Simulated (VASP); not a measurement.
Al2Pd, 3 atoms in the cell. The structure is cubic, space group Fm-3m (No. 225). Conventional cell: a = 5.813 Å, b = 5.813 Å, c = 5.813 Å, α = 90.00°, β = 90.00°, γ = 90.00°. Within 3.3 Å of Al (site symmetry -43m) lie 4 Pd at 2.52 Å and 6 Al at 2.91 Å. Pd (site symmetry m-3m) has 8 Al at 2.52 Å within 3.3 Å. 

| Property | Result |
| --- | --- |
| Program | VASP 6.6.1 |
| Task | single point |
| Functional | PBEsol |
| Potentials or basis | VASP PAW PBE potentials, release 64 (Al, Pd) |
| Cutoff | 520 eV |
| k mesh | 8 × 8 × 8 |
| Occupations | fermi-dirac, width 0.1 eV |
| Spin | no spin polarisation |
| Dipole correction | no |
| Further INCAR settings | ALGO = Normal; EDIFF = 1e-07; NBANDS = 15 |

Potentials or basis: VASP PAW PBE potentials, release 64 (Al, Pd).

The run is started by

```bash
$ cat potpaw_PBE.64/Al/POTCAR potpaw_PBE.64/Pd/POTCAR > POTCAR
$ mpirun -np 1 vasp_std > vasp.out
```

Hardware: 1 thread of Intel(R) Xeon(R) Platinum 8488C (Sapphire Rapids), on a shared host.

**Question.** Estimate the wall time of this run.

**Answer.** Wall time 21 s on 1 thread of Intel(R) Xeon(R) Platinum 8488C (Sapphire Rapids), on a shared host, peak memory 0.18 GiB. Counts: scf iterations 13, k points 29.
